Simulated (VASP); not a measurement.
Input of a VASP 6.6.1 run:

File INCAR:

```
PREC     = Accurate       # precision mode
ENCUT    = 520            # plane-wave cutoff, eV
EDIFF    = 1E-6           # SCF threshold, eV
ISMEAR   = -1             # smearing method
SIGMA    = 0.05           # smearing width, eV
LREAL    = Auto         
LASPH    = T              # aspherical terms in the spheres
NELM     = 150            # most SCF steps
ALGO     = Normal         # electronic algorithm
ISIF     = 2              # what is computed and relaxed
LWAVE    = F              # write WAVECAR
LCHARG   = T              # write CHGCAR
ISPIN    = 2              # spin polarisation
MAGMOM   = 0 0 0 0 0 0 0 0 0 0 0 0 0 0 0 0 0 # initial moments
LORBIT   = 11             # projections on sites
GGA      = CA             # functional
LELF     = T              # ELF
LVHAR    = T            
NBANDS   = 53             # bands
```

The input KPOINTS:

```
regular mesh
0
Gamma
  2 2 2
```

File POSCAR:

```
Mg8O9
1.0
    0.0000000000      3.8990000000      3.8990000000
    3.8990000000      0.0000000000      3.8990000000
    3.8990000000      3.8990000000      0.0000000000
Mg O
8 9
Direct
   -0.0069248525      0.0436522185     -0.0197486535
    0.0393818928      0.0111438830      0.4842651962
    0.0519107463      0.5161579892     -0.0299051039
    0.0031418312      0.5251218261      0.4852911003
    0.5214670428      0.0024621698     -0.0183893306
    0.4854065145     -0.0114388305      0.4936393947
    0.4992305719      0.5484996153     -0.0567324955
    0.5280200051      0.4996537574      0.4671582457
    0.2579379328      0.2923826622      0.2366504232
    0.2746601693      0.2810720698      0.7110541164
    0.2393177738      0.7809694794      0.2434983329
    0.2621826109      0.7599769172      0.7365350090
    0.7486406771      0.1416901770      0.3592844319
    0.7705565530      0.2664785843      0.7045652731
    0.7559887151      0.7786099000      0.2316491408
    0.7644524237      0.7715824570      0.7259297256
    0.7369710182      0.3914978200      1.1173249551
```

Potentials or basis: VASP PAW LDA potentials, release 64 (Mg, O).

Launch:

```console
$ cat potpaw_LDA.64/Mg/POTCAR potpaw_LDA.64/O/POTCAR > POTCAR
$ mpirun -np 1 vasp_std > vasp.out
```

Question: Predict the pressure.

Answer: 83.1 GPa.

Question: What does it give for the band gap on the k mesh?

Answer: 5.58 eV.

Question: Predict the net moment.

Answer: 0.00 μB per cell.

Stress tensor (GPa, compression positive):
```
64.50  0.59 -0.26
 0.59 96.75 -0.94
-0.26 -0.94 88.03
```

Caveat: the k points lie up to 0.70 Å⁻¹ apart.
